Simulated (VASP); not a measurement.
Write the native input for VASP 6.6.1 that does the following.

- Task: single point
- Functional: r2SCAN
- Potentials or basis: VASP PAW PBE potentials, release 64 (Si)
- Cutoff: 520 eV
- k mesh: 22 × 22 × 22
- Occupations: gaussian, width 0.15 eV
- Spin: no spin polarisation
- Dipole correction: no
- Further INCAR settings: ALGO = Normal; EDIFF = 1e-06; NBANDS = 8

The system is Si.

```
Si
1.0
    -1.62691    1.62691    1.30052
     1.62691   -1.62691    1.30052
     1.62691    1.62691   -1.30052
Si
1
Direct
  0.00000 0.00000 0.00000
```

This cell differs from its parent crystal: strain +0.000 along x and y, -0.015 along z.

One way to write it, as run:

POSCAR

```
Si
1.0
   -1.6269149300      1.6269149300      1.3005249022
    1.6269149300     -1.6269149300      1.3005249022
    1.6269149300      1.6269149300     -1.3005249022
Si
1
Direct
    0.0000000000      0.0000000000      0.0000000000
```

INCAR.step1

```
SYSTEM = Si
PREC = Accurate
ENCUT = 520
ISMEAR = 0
SIGMA = 0.15
LREAL = .FALSE.
LASPH = .TRUE.
NELM = 80
NBANDS = 8
GGA = PE
ALGO = Normal
EDIFF = 1E-4
LWAVE = .TRUE.
LCHARG = .FALSE.
```

INCAR.step2

```
SYSTEM = Si
PREC = Accurate
ENCUT = 520
EDIFF = 1E-6
ISMEAR = 0
SIGMA = 0.15
LREAL = .FALSE.
LASPH = .TRUE.
NELM = 80
ALGO = Normal
ISIF = 2
LWAVE = .FALSE.
LCHARG = .FALSE.
METAGGA = R2SCAN
LMIXTAU = .TRUE.
NBANDS = 8
ISTART = 1
```

KPOINTS

```
Automatic mesh
0
G
  22 22 22
  0 0 0
```

Potentials or basis: VASP PAW PBE potentials, release 64 (Si).

Launch:

```bash
$ cat potpaw_PBE.64/Si/POTCAR > POTCAR
$ cp INCAR.step1 INCAR
$ mpirun -np 1 vasp_std > vasp.out
$ cp INCAR.step2 INCAR
$ mpirun -np 1 vasp_std > vasp.out
```

It gave:

```
Pressure               : 1.6 GPa
Band gap on the k mesh : zero (bands 2 and 3 overlap by 13.93 eV)
```

Caveat: the cell differs from its parent crystal (strain +0.000 along x and y, -0.015 along z); the PAW data sets were made with another functional, which shifts forces and pressure a little.

It took 4.4 min on 1 thread of Intel Xeon 8259CL (shared host), peak memory 0.18 GiB.
